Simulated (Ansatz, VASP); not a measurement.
**TiAl in VASP and in Ansatz**

```xyz
2
Lattice="3.2100 0.0000 0.0000 0.0000 3.2100 0.0000 0.0000 0.0000 3.1241" Properties=species:S:1:pos:R:3 pbc="T T T"
Ti    0.0000    0.0000    0.0000
Al    1.6050    1.6050    1.5620
```

Change from the starting cell: normal strain along x +0.0275, normal strain along y +0.0275.

Alike in both runs: task single point; functional LDA; k mesh 14 × 14 × 14; occupations gaussian, width 0.15 eV; no spin polarisation.

|  | VASP | Ansatz |
| --- | --- | --- |
| version | VASP 6.6.1 | Ansatz 0.2.0 |
| potentials or method | VASP PAW LDA potentials, release 64 (Ti_sv, Al), cutoff 520 eV | scalar-relativistic, plane waves, PAW |
| valence electrons in the cell | 15 | 15 |

VASP gave:

```
gap on the k mesh at the Fermi level (eV)                     : none
pressure (GPa)                                                : -5.9
traceless stress, the component that is largest in VASP (GPa) : -0.85
```

Question: Estimate Ansatz's values.

Answer: gap on the k mesh at the Fermi level (eV): none; pressure (GPa): -6.0; traceless stress, the component that is largest in VASP (GPa): -0.85.

Ansatz warns that its potentials were made for another functional, while VASP's fit it. LDA's correlation is that of Perdew and Zunger in VASP and of Perdew and Wang (1992) in Ansatz. A gap of «none» marks a metal or a gap that the smearing closes.
